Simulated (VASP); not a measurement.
Here is a VASP 6.6.1 calculation.

File INCAR:

```
SYSTEM = MgO
PREC     = Accurate       ! precision mode
ENCUT    = 520            ! plane-wave cutoff, eV
EDIFF    = 1E-7           ! SCF threshold, eV
ISMEAR   = 0              ! smearing method
SIGMA    = 0.05           ! smearing width, eV
LREAL    = .False.        ! projectors in reciprocal space
LASPH    = .True.         ! aspherical terms in the spheres
NELM     = 100            ! most SCF steps
ALGO     = Normal         ! electronic algorithm
ISIF     = 2              ! what is computed and relaxed
LWAVE    = .False.        ! write WAVECAR
LCHARG   = .False.        ! write CHGCAR
GGA      = PS             ! functional
NBANDS   = 11             ! bands
```

File KPOINTS:

```
Automatic mesh
0
Gamma
  10 10 10
  0 0 0
```

Contents of POSCAR:

```
MgO
1.0
    0.0000000000      2.1351500000      2.1351500000
    2.1351500000      0.0000000000      2.1351500000
    2.1351500000      2.1351500000      0.0000000000
Mg O
1 1
Direct
    0.0000000000      0.0000000000      0.0000000000
    0.5204903637      0.5204903637      0.4795096363
```

Potentials or basis: VASP PAW PBE potentials, release 64 (Mg, O).

Launch:

```bash
$ cat potpaw_PBE.64/Mg/POTCAR potpaw_PBE.64/O/POTCAR > POTCAR
$ mpirun -np 1 vasp_std > vasp.out
```

Q: Predict the band gap on the k mesh.

A: 4.25 eV, direct.

Q: What does it give for the pressure?

A: -5.7 GPa.

Q: What does it give for the largest force?

A: 0.408 eV/Å.

Forces on the atoms (eV/Å):
```
Mg   0.000  0.000  0.408
O    0.000  0.000 -0.408
```

Caveat: the cell differs from its parent crystal (all O atoms moved +0.087 Å, as atom 2 along Cartesian [0 0 1]); the PAW data sets were made with another functional, which shifts forces and pressure a little.
